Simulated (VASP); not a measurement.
A run of VASP 6.6.1:

File INCAR:

```
SYSTEM = TiB2
PREC     = Accurate       ! precision mode
ENCUT    = 520            ! plane-wave cutoff, eV
EDIFF    = 1E-6           ! SCF threshold, eV
ISMEAR   = 1              ! smearing method
SIGMA    = 0.05           ! smearing width, eV
LREAL    = .FALSE.        ! projectors in reciprocal space
LASPH    = .TRUE.         ! aspherical terms in the spheres
NELM     = 80             ! most SCF steps
ALGO     = Normal         ! electronic algorithm
ISIF     = 2              ! what is computed and relaxed
LWAVE    = .FALSE.        ! write WAVECAR
LCHARG   = .FALSE.        ! write CHGCAR
GGA      = PE             ! functional
NBANDS   = 16             ! bands
```

The input KPOINTS:

```
Automatic mesh
0
G
  9 9 5
  0 0 0
```

Contents of POSCAR:

```
TiB2
1.0
    2.9737488090      0.0000000000      0.0000000000
   -1.4868744045      2.5753420130      0.0000000000
    0.0000000000      0.0000000000      3.1257594545
Ti B
1 2
Direct
    0.0000000000      0.0000000000      0.0000000000
    0.3333333333      0.6666666667      0.5000166577
    0.6666666667      0.3333333333      0.4999833423
```

Potentials or basis: VASP PAW PBE potentials, release 64 (Ti_sv, B).

Launch:

```console
$ cat potpaw_PBE.64/Ti_sv/POTCAR potpaw_PBE.64/B/POTCAR > POTCAR
$ mpirun -np 1 vasp_std > vasp.out
```

Hardware: 1 thread of Intel(R) Xeon(R) Platinum 8488C (Sapphire Rapids), on a shared host.

Task: How long does it take, and how much memory?

Result: Run time: 9 s on 1 thread of Intel(R) Xeon(R) Platinum 8488C (Sapphire Rapids) (shared host), peak memory 0.14 GiB. Counts: scf iterations 13, k points 50.
